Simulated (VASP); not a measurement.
Cu:

```
Cu
1.0
     2.53410    0.00000    0.00000
    -1.26705    2.19459    0.00000
     0.00000    0.00000    4.11257
Cu
2
Direct
  0.33333 0.66667 0.25000
  0.66667 0.33333 0.75000
```

This isn't the form of Cu at room conditions, which is fcc.

| Item | Value |
| --- | --- |
| Program | VASP 6.6.1 |
| Task | relaxation of cell and atoms |
| Functional | PBEsol |
| Potentials or basis | VASP PAW PBE potentials, release 64 (Cu) |
| Cutoff | 600 eV |
| k mesh | 15 × 15 × 8 |
| Occupations | methfessel-paxton, width 0.15 eV |
| Spin | no spin polarisation |

At the start: pressure -0.9 GPa; volume 11.44 Å³/atom.

Task: Where does the relaxation end?

Result: Over 5 steps the energy falls by 2.1 meV/atom and the volume is 11.37 Å³/atom (-0.6 %); space group P6_3/mmc (No. 194, to 0.1 Å) before and after.

Step by step:
| step | energy change (eV) | largest force (eV/Å) | pressure (GPa) | volume (Å³) |
| --- | --- | --- | --- | --- |
| 1 | 0.0000 | 0.0000 | -0.90 | 22.87 |
| 2 | -0.0036 | 0.0000 | 0.60 | 22.66 |
| 3 | -0.0036 | 0.0000 | 1.04 | 22.62 |
| 4 | -0.0041 | 0.0000 | -0.35 | 22.80 |
| 5 | -0.0042 | 0.0000 | 0.03 | 22.74 |

Final structure:
```
Cu
1.0
     2.51172    0.00000    0.00000
    -1.25586    2.17521    0.00000
     0.00000    0.00000    4.16173
Cu
2
Direct
  0.33333 0.66667 0.25000
  0.66667 0.33333 0.75000
```

Caveat: the PAW data sets were made with another functional, which shifts forces and pressure a little.
